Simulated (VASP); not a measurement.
## SnO: single point with HSE06

The system is SnO.

```
Sn O
1.0
     3.79259    0.00000    0.00000
     0.00000    3.79259    0.00000
     0.00000    0.00000    4.75839
Sn O
2 2
Direct
  0.00000 0.50000 0.24103
  0.50000 0.00000 0.75897
  0.50000 0.50000 0.00000
  0.00000 0.00000 0.00000
```

```
Program             : VASP 6.6.1
Task                : single point
Functional          : HSE06
Potentials or basis : VASP PAW PBE potentials, release 64 (Sn_d, O)
Cutoff              : 520 eV
k mesh              : 4 × 4 × 4
Occupations         : fermi-dirac, width 0.02 eV
Spin                : no spin polarisation
```

* Pressure: 1.2 GPa
* Largest force: 0.055 eV/Å
* Band gap on the k mesh: 0.25 eV (least direct gap 2.55 eV)

Forces in eV/Å, atoms in the order of the input:
```
Sn   0.000  0.000 -0.055
Sn   0.000  0.000  0.055
O    0.000  0.000  0.000
O    0.000  0.000  0.000
```

Stress tensor (GPa, compression positive):
```
1.05 0.00 0.00
0.00 1.05 0.00
0.00 0.00 1.39
```

Levels at points of the mesh, in eV from the valence-band top:
```csv
k point,band 16,band 17,band 18,band 19,band 20,band 21,band 22,band 23,band 24,band 25
"(0.00, 0.00, 0.00)",-7.60,-4.56,-4.23,-4.23,0.00,2.80,5.16,5.24,5.24,6.66
"(0.50, 0.00, 0.00)",-6.17,-6.06,-6.06,-3.38,-3.38,3.92,3.92,6.72,6.72,7.01
"(0.50, 0.50, 0.00)",-6.32,-3.51,-3.51,-2.30,-2.30,0.25,0.25,5.06,5.06,8.48
"(0.00, 0.00, 0.50)",-4.64,-4.25,-4.25,-3.10,-2.95,2.28,3.37,3.37,4.11,8.80
"(0.50, 0.00, 0.50)",-6.66,-6.02,-6.02,-2.30,-2.30,3.22,3.22,6.10,6.10,7.71
"(0.50, 0.50, 0.50)",-6.80,-3.51,-3.51,-3.23,-3.23,2.69,2.69,4.92,4.92,6.52
```

Run time: 29 min on 4 MPI ranks on AMD EPYC 7R43 64-Core Processor (Zen 3) (shared host), peak memory 0.27 GiB a rank.

Caveat: the PAW data sets were made with another functional, which shifts forces and pressure a little; spin-orbit coupling is left out, which moves the levels of the heavy elements. A k mesh can miss the band edges.
